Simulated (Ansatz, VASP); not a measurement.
## AgPd2: VASP beside Ansatz

```
Ag Pd
1.0
     0.00000    3.07676    3.07676
     3.07676    0.00000    3.07676
     3.07676    3.07676    0.00000
Ag Pd
1 2
Cartesian
  0.0000 0.0000 0.0000
  1.5384 1.5384 1.5384
  4.6151 4.6151 4.6151
```

Change from the starting cell: species swapped into the Na2S type (Fm-3m, No. 225).

Alike in both runs: functional PBE; k mesh 6 × 6 × 6; occupations gaussian, width 0.1 eV; no spin polarisation.

Ansatz relaxed the structure, and its values are those at the end. VASP's run is a single point on that final structure, the one shown.

```csv
,VASP,Ansatz
version,VASP 6.6.1,Ansatz 0.2.0
potentials or method,"VASP PAW PBE potentials, release 64 (Ag, Pd), cutoff 520 eV","scalar-relativistic, plane waves, PAW"
valence electrons in the cell,31,55
```

VASP gave:

| Item | Value |
| --- | --- |
| gap on the k mesh at the Fermi level (eV) | none |
| pressure (GPa) | -0.2 |

Question: Estimate Ansatz's values.

Answer: gap on the k mesh at the Fermi level (eV): none; pressure (GPa): 0.0.

A gap of «none» marks a metal or a gap that the smearing closes. VASP's potentials hold 31 valence electrons a cell and Ansatz's 55, so a difference there can come from the potentials and not from the codes.
